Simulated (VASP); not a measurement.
# InGe3S2 (I4/mmm) in VASP: notebook, part 2 of 2

VASP 6.6.1. Earlier steps stand in the parts before.

**3. Single point, PBE**

This run uses another cell than the first one, of 25.05 Å³/atom.

Input file INCAR:

```
SYSTEM = InGe3S2
PREC = Accurate
ENCUT = 520
EDIFF = 1E-7
ISMEAR = 0
SIGMA = 0.1
LREAL = .False.
LASPH = .True.
NELM = 80
ALGO = Normal
ISIF = 2
LWAVE = .False.
LCHARG = .True.
GGA = PE
LELF = .True.
LVHAR = .True.
NBANDS = 42
```

Input file KPOINTS:

```
regular mesh
0
Gamma
  4 4 4
  0 0 0
```

Input file POSCAR:

```
InGe3S2
1.0
   -3.3117260000      3.3117260000      3.4253781200
    3.3117260000     -3.3117260000      3.4253781200
    3.3117260000      3.3117260000     -3.4253781200
In Ge S
1 3 2
Direct
    0.5000000000      0.5000000000      0.0000000000
    0.5000000000      0.0000000000      0.5000000000
    0.0000000000      0.5000000000      0.5000000000
    0.0000000000      0.0000000000      0.0000000000
    0.7500000000      0.2500000000      0.5000000000
    0.2500000000      0.7500000000      0.5000000000
```

Potentials or basis: VASP PAW PBE potentials, release 64 (In_d, Ge_d, S).

Started as:

```console
cat potpaw_PBE.64/In_d/POTCAR potpaw_PBE.64/Ge_d/POTCAR potpaw_PBE.64/S/POTCAR > POTCAR
mpirun -np 1 vasp_std > vasp.out
```

OUTCAR:

```text
SYSTEM = InGe3S2
   PREC = Accurate
   ENCUT = 520
   EDIFF = 1E-7
   ISMEAR = 0
   LREAL = .False.
   LASPH = .True.
   NELM = 80
   ISIF = 2
   GGA = PE

 ion  position               nearest neighbor table
   1  0.500  0.500  0.000-   2 3.31   3 3.31   2 3.31   3 3.31   4 3.43   4 3.43
   2  0.500  0.000  0.500-   5 1.71   6 1.71   1 3.31   1 3.31
   3  0.000  0.500  0.500-   5 1.71   6 1.71   1 3.31   1 3.31
   4  0.000  0.000  0.000-   1 3.43   1 3.43
   5  0.750  0.250  0.500-   2 1.71   3 1.71
   6  0.250  0.750  0.500-   2 1.71   3 1.71

  LATTYP: Found a body centered tetragonal cell.
 ALAT       =     6.6234520000
 C/A-ratio  =     1.0343180927

  Lattice vectors:

 A1 = (  -3.3117260000,   3.3117260000,   3.4253781200)
 A2 = (   3.3117260000,  -3.3117260000,   3.4253781200)
 A3 = (   3.3117260000,   3.3117260000,  -3.4253781200)

Analysis of symmetry for initial positions (statically):
=====================================================================
 Subroutine PRICEL returns:
 Original cell was already a primitive cell.

[... 167 lines left out ...]

 val. band max:        4.8878980125   @ k =  -0.2500   0.2500   0.2500
 cond. band min:       4.9294601842   @ k =   0.5000   0.0000   0.0000
 fundamental gap:      0.0415621716
 Fermi energy:         4.8986577656

 k-point     1 :       0.0000    0.0000    0.0000
  band No.  band energies     occupation
      1     -22.7270      2.00000
      2     -22.4331      2.00000
      3     -21.6557      2.00000
      4     -21.6557      2.00000
      5     -21.6337      2.00000
      6     -21.6337      2.00000
[... 574 lines left out ...]
     41      10.3344      0.00000
     42      10.6704      0.00000

------------------------ aborting loop because EDIFF is reached ----------------------------------------

  FORCE on cell =-STRESS in cart. coord.  units (eV):
  Direction    XX          YY          ZZ          XY          YZ          ZX
  --------------------------------------------------------------------------------------
  -------------------------------------------------------------------------------------
  Total       -2.6606901     -2.6606901    136.2444531      0.0000000      0.0000000      0.0000000
  in kB      -28.3679251    -28.3679251   1452.6202913      0.0000000      0.0000000      0.0000000
  external PRESSURE =     465.2948137 kB  Pullay stress =       0.0000000 kB

 VOLUME and BASIS-vectors are now :
 -----------------------------------------------------------------------------
  energy-cutoff  :      520.00
  volume of cell :      150.27
      direct lattice vectors                 reciprocal lattice vectors
    -3.311726000  3.311726000  3.425378120     0.000000000  0.150978674  0.145969286
     3.311726000 -3.311726000  3.425378120     0.150978674  0.000000000  0.145969286
     3.311726000  3.311726000 -3.425378120     0.150978674  0.150978674  0.000000000

 POSITION                                       TOTAL-FORCE (eV/Angst)
 -----------------------------------------------------------------------------------
      0.00000      0.00000      3.42538        -0.000000     -0.000000      0.000000
      0.00000      3.31173      0.00000        -0.000000     -0.000000      0.000000
      3.31173      0.00000      0.00000        -0.000000     -0.000000      0.000000
      0.00000      0.00000      0.00000        -0.000000     -0.000000      0.000000
      0.00000      3.31173      1.71269         0.000000     -0.000000     -0.000000
      3.31173      0.00000      1.71269        -0.000000      0.000000     -0.000000
 -----------------------------------------------------------------------------------
    total drift:                               -0.000000     -0.000000      0.000000

  FREE ENERGIE OF THE ION-ELECTRON SYSTEM (eV)
  ---------------------------------------------------
  free  energy   TOTEN  =        -4.8519523145 eV

  energy  without entropy=       -4.8376995255  energy(sigma->0) =       -4.84482592
```

OSZICAR:

```text
N       E                     dE             d eps       ncg     rms          rms(c)
DAV:   1     0.765744299463E+03    0.76574E+03   -0.32238E+04  1290   0.337E+03
DAV:   2     0.146330539412E+03   -0.61941E+03   -0.59800E+03  1092   0.877E+02
DAV:   3     0.577425062180E+01   -0.14056E+03   -0.13723E+03  1244   0.245E+02
DAV:   4    -0.619829426245E+01   -0.11973E+02   -0.11792E+02  1304   0.795E+01
DAV:   5    -0.665826721288E+01   -0.45997E+00   -0.45728E+00  1400   0.153E+01    0.392E+01
DAV:   6    -0.510530940672E+01    0.15530E+01   -0.30034E+00  1560   0.109E+01    0.201E+01
DAV:   7    -0.488480290861E+01    0.22051E+00   -0.16960E+00  1586   0.825E+00    0.617E+00
DAV:   8    -0.485858798522E+01    0.26215E-01   -0.34884E-01  1328   0.450E+00    0.184E+00
DAV:   9    -0.485169611088E+01    0.68919E-02   -0.39418E-02  1650   0.123E+00    0.611E-01
DAV:  10    -0.485174188077E+01   -0.45770E-04   -0.77948E-03  1308   0.595E-01    0.246E-01
DAV:  11    -0.485191525188E+01   -0.17337E-03   -0.53257E-04  1536   0.122E-01    0.507E-02
DAV:  12    -0.485194637843E+01   -0.31127E-04   -0.68882E-05  1432   0.624E-02    0.285E-02
DAV:  13    -0.485195151136E+01   -0.51329E-05   -0.10171E-05  1306   0.179E-02    0.762E-03
DAV:  14    -0.485195224645E+01   -0.73509E-06   -0.22995E-06  1398   0.924E-03    0.270E-03
DAV:  15    -0.485195231455E+01   -0.68099E-07   -0.36161E-07  1032   0.295E-03
   1 F= -.48519523E+01 E0= -.48448259E+01  d E =-.142528E-01
```

Wall time 69 s (1 thread of AMD EPYC 9R45 (Zen 5), shared host); peak memory 0.32 GiB.

What came out:

```yaml
Free_energy: -4.8520 eV
Pressure: 46.5 GPa
Band_gap_on_the_k_mesh: zero (an odd number of electrons rules out a gap without spin polarisation)
```

Stress tensor (GPa, compression positive):
```
 -2.84   0.00   0.00
  0.00  -2.84   0.00
  0.00   0.00 145.26
```

Caveat: the cell stands under pressure; spin-orbit coupling is left out, which moves the levels of the heavy elements.

**4. Relaxation of cell and atoms, PBE**

This run uses another cell than the first one, of 25.05 Å³/atom.

Input file INCAR:

```
SYSTEM = InGe3S2
PREC = Accurate
ENCUT = 600
EDIFF = 1E-6
ISMEAR = 0
SIGMA = 0.1
LREAL = .FALSE.
LASPH = .TRUE.
NELM = 60
ALGO = Normal
ISIF = 3
LWAVE = .FALSE.
LCHARG = .FALSE.
GGA = PE
IBRION = 2
NSW = 90
EDIFFG = -0.04
```

Input file KPOINTS:

```
Automatic mesh
0
G
  4 4 4
  0 0 0
```

POSCAR is that of step 3.

Started as:

```console
cat potpaw_PBE.64/In_d/POTCAR potpaw_PBE.64/Ge_d/POTCAR potpaw_PBE.64/S/POTCAR > POTCAR
mpirun -np 1 vasp_std > vasp.out
```

Wall time 9.8 min (1 thread of AMD EPYC 9R45 (Zen 5), shared host); peak memory 0.36 GiB.

The run converged. Its results:

| Property | Result |
| --- | --- |
| Free energy | -22.6542 eV |
| Relaxed volume | 24.72 Å³/atom |
| Relaxed cell | a = 6.219 Å, b = 6.219 Å, c = 6.219 Å, α = 127.08°, β = 127.08°, γ = 78.12° |
| Space group after relaxing (to 0.1 Å) | I4/mmm (No. 139) |
| Energy gained by relaxing | 2966.7 meV/atom |
| Ionic steps | 14 |
| Pressure after relaxing | 0.0 GPa |
| Band gap on the k mesh | zero (an odd number of electrons rules out a gap without spin polarisation) |

The path:
```csv
step,energy change (eV),largest force (eV/Å),pressure (GPa),volume (Å³)
1,0.0000,0.0000,46.55,150.27
2,-3.6306,0.0000,-19.04,301.69
3,-15.6195,0.0000,-6.59,221.94
4,-15.8459,0.0000,-5.85,216.75
5,-16.0184,0.0000,-3.81,206.08
6,-16.0216,0.0000,-4.08,207.25
7,-16.8523,0.0000,-4.08,186.06
8,-17.1004,0.0000,7.73,128.91
9,-17.6475,0.0000,-2.54,161.43
10,-17.7662,0.0000,0.97,144.21
11,-17.7965,0.0000,-0.61,150.20
12,-17.7979,0.0000,-0.34,149.14
13,-17.7990,0.0000,0.29,147.70
14,-17.8004,0.0000,0.01,148.31
```

Final structure:
```yaml
crystal:
  lattice:
    - [-2.77089, 2.77089, 4.82918]
    - [2.77089, -2.77089, 4.82918]
    - [2.77089, 2.77089, -4.82918]
  atoms:
    - { symbol: In, position: [0.50000, 0.50000, 0.00000] }
    - { symbol: Ge, position: [0.50000, 0.00000, 0.50000] }
    - { symbol: Ge, position: [0.00000, 0.50000, 0.50000] }
    - { symbol: Ge, position: [0.00000, 0.00000, 0.00000] }
    - { symbol: S, position: [0.75000, 0.25000, 0.50000] }
    - { symbol: S, position: [0.25000, 0.75000, 0.50000] }
```

Levels at points of the mesh, in eV from the Fermi level:
| k point | band 31 | band 32 | band 33 | band 34 | band 35 | band 36 |
| --- | --- | --- | --- | --- | --- | --- |
| (0.00, 0.00, 0.00) | -2.14 | -2.14 | -1.44 | 0.70 | 1.16 | 1.16 |
| (0.50, 0.00, 0.00) | -1.84 | -1.52 | -0.78 | -0.50 | 0.92 | 1.35 |
| (0.50, 0.50, 0.00) | -0.72 | -0.16 | 0.93 | 1.41 | 1.78 | 2.25 |
| (0.50, 0.50, 0.50) | -0.96 | -0.92 | -0.92 | -0.29 | -0.29 | -0.09 |

Caveat: spin-orbit coupling is left out, which moves the levels of the heavy elements.

**5. Single point, PBE**

This run uses another cell than the first one, of 24.66 Å³/atom.

Input file INCAR:

```
SYSTEM = InGe3S2
ALGO = Normal ; EDIFF = 1E-6
ENCUT = 520 ; GGA = PE
ISIF = 2 ; ISMEAR = 0
LASPH = .TRUE. ; LCHARG = .FALSE.
LREAL = .FALSE. ; LWAVE = .FALSE.
NBANDS = 42 ; NELM = 100
PREC = Accurate ; SIGMA = 0.1
```

Input file KPOINTS:

```
k-points
0
G
  10 10 10
  0 0 0
```

POSCAR, as its differences from that of step 4:

```diff
@@ -2,5 +2,5 @@
 1.0
-   -3.3117260000      3.3117260000      3.4253781200
-    3.3117260000     -3.3117260000      3.4253781200
-    3.3117260000      3.3117260000     -3.4253781200
+   -2.7713333135      2.7713333135      4.8153450564
+    2.7713333135     -2.7713333135      4.8153450564
+    2.7713333135      2.7713333135     -4.8153450564
 In Ge S
```

Started as:

```console
cat potpaw_PBE.64/In_d/POTCAR potpaw_PBE.64/Ge_d/POTCAR potpaw_PBE.64/S/POTCAR > POTCAR
mpirun -np 1 vasp_std > vasp.out
```

It took 6 min on 1 thread of AMD EPYC 9R45 (Zen 5), shared host; peak memory 0.68 GiB.

Results (log left out):

* Free energy: -22.5512 eV
* Pressure: 0.0 GPa
* Band gap on the k mesh: zero (an odd number of electrons rules out a gap without spin polarisation)

Levels at points of the mesh, in eV from the Fermi level:
```tsv
k point	band 31	band 32	band 33	band 34	band 35	band 36
(0.00, 0.00, 0.00)	-2.35	-2.35	-1.63	0.50	0.98	0.98
(0.50, 0.00, 0.00)	-2.05	-1.72	-0.98	-0.69	0.72	1.15
(0.50, 0.50, 0.00)	-0.94	-0.36	0.75	1.19	1.57	2.07
(0.50, 0.50, 0.50)	-1.16	-1.14	-1.14	-0.47	-0.47	-0.27
```

Caveat: spin-orbit coupling is left out, which moves the levels of the heavy elements.

**6. Overview**

```csv
task,cell,k mesh,cutoff (eV),gap on the mesh (eV),pressure (GPa)
single point,"a = 6.222 Å, angles 127.1, 127.1, 78.1°, 6 atoms",4 × 4 × 4,520,none,0.0
single point,"a = 5.802 Å, angles 110.4, 110.4, 107.6°, 6 atoms",4 × 4 × 4,520,none,46.5
relaxation of cell and atoms,"relaxed from a = 5.802 Å, angles 110.4, 110.4, 107.6°, 6 atoms",4 × 4 × 4,600,none,0.0
single point,"a = 6.209 Å, angles 127.0, 127.0, 78.3°, 6 atoms",10 × 10 × 10,520,none,0.0
```

Alike in all rows: level PBE; potentials or basis VASP PAW PBE potentials, release 64 (In_d, Ge_d, S); no spin polarisation; smearing gaussian 0.1 eV.

Caveats: spin-orbit coupling is left out, which moves the levels of the heavy elements; the cell stands under pressure (at least some runs).

Absolute energies hang on the potentials; compare differences alone.
